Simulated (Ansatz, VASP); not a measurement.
# As: VASP beside Ansatz

The input INCAR:

```
SYSTEM = As
PREC     = Accurate       ! precision mode
ENCUT    = 520            ! plane-wave cutoff, eV
EDIFF    = 1E-8           ! SCF threshold, eV
ISMEAR   = -1             ! smearing method
SIGMA    = 0.05           ! smearing width, eV
LREAL    = .FALSE.        ! projectors in reciprocal space
LASPH    = .TRUE.         ! aspherical terms in the spheres
NELM     = 60             ! most SCF steps
ALGO     = Normal         ! electronic algorithm
ISIF     = 2              ! what is computed and relaxed
LWAVE    = .FALSE.        ! write WAVECAR
LCHARG   = .FALSE.        ! write CHGCAR
GGA      = PE             ! functional
LEFG     = .TRUE.       
NBANDS   = 8              ! bands
```

KPOINTS

```
regular mesh
0
G
  10 10 10
  0 0 0
```

Contents of POSCAR:

```
As
1.0
    2.7036817444      0.0000000000      0.0000000000
    0.0000000000      2.7036817444      0.0000000000
    0.0000000000      0.0000000000      2.7036817444
As
1
Direct
    0.5000000000      0.5000000000      0.5000000000
```

The input input.yaml:

```yaml
crystal:
  lattice:
    - [2.7036817444, 0.0, 0.0]
    - [0.0, 2.7036817444, 0.0]
    - [0.0, 0.0, 2.7036817444]
  atoms:
    - { symbol: As, position: [0.5, 0.5, 0.5] }
kpoints:
  mp_grid: { grid: [10, 10, 10] }
scf:
  occupations: { method: fermi_dirac, width: 0.05 }
hamiltonian:
  xc: pbe
  pseudopotentials: { kind: all_electron, datasets: crystal }
output:
  forces: true
  stress: true
  eigenvalues: true
  efg: {}
```

Alike in both runs: task electric field gradients; functional PBE; k mesh 10 × 10 × 10; occupations fermi-dirac, width 0.05 eV; no spin polarisation.

|  | VASP | Ansatz |
| --- | --- | --- |
| version | VASP 6.6.1 | Ansatz 0.2.0 |
| potentials or method | VASP PAW PBE potentials, release 64 (As), cutoff 520 eV | all-electron PAW datasets made for the crystal |

VASP gave:

```
gap on the k mesh at the Fermi level (eV) : none
pressure (GPa)                            : 2.4
```

Task: Which values does Ansatz return?

Result: gap on the k mesh at the Fermi level (eV): none; pressure (GPa): 2.2.

A gap of «none» marks a metal or a gap that the smearing closes. Ansatz ran all-electron here, and VASP with PAW potentials.
